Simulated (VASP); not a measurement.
A run of VASP 6.6.1 is set up as follows.

File INCAR:

```
ALGO     = Normal         # electronic algorithm
EDIFF    = 1E-6           # SCF threshold, eV
ENCUT    = 520            # plane-wave cutoff, eV
GGA      = PS             # functional
ISIF     = 2              # what is computed and relaxed
ISMEAR   = -1             # smearing method
LASPH    = True           # aspherical terms in the spheres
LCHARG   = False          # write CHGCAR
LREAL    = False          # projectors in reciprocal space
LWAVE    = False          # write WAVECAR
NBANDS   = 16             # bands
NELM     = 80             # most SCF steps
PREC     = Accurate       # precision mode
SIGMA    = 0.05           # smearing width, eV
```

The input KPOINTS:

```
k-points
0
Gamma
  13 13 12
```

Contents of POSCAR:

```
WC
1.0
    2.8908006898      0.0000000000      0.0000000000
   -1.4454003449      2.5035068347      0.0000000000
    0.0000000000      0.0000000000      2.8195383909
W C
1 1
Direct
    0.0000000000      0.0000000000      0.0000000000
    0.6666666667      0.3333333333      0.5000000000
```

Potentials or basis: VASP PAW PBE potentials, release 64 (W_sv, C).

Launch:

```bash
$ cat potpaw_PBE.64/W_sv/POTCAR potpaw_PBE.64/C/POTCAR > POTCAR
$ mpirun -np 1 vasp_std > vasp.out
```

(1) Estimate the band gap on the k mesh.

(2) Predict the pressure.

Results:

(1) zero (bands 9 and 10 overlap by 1.29 eV).

(2) 4.7 GPa.

Caveat: the cell stands under pressure; the PAW data sets were made with another functional, which shifts forces and pressure a little; spin-orbit coupling is left out, which moves the levels of the heavy elements.
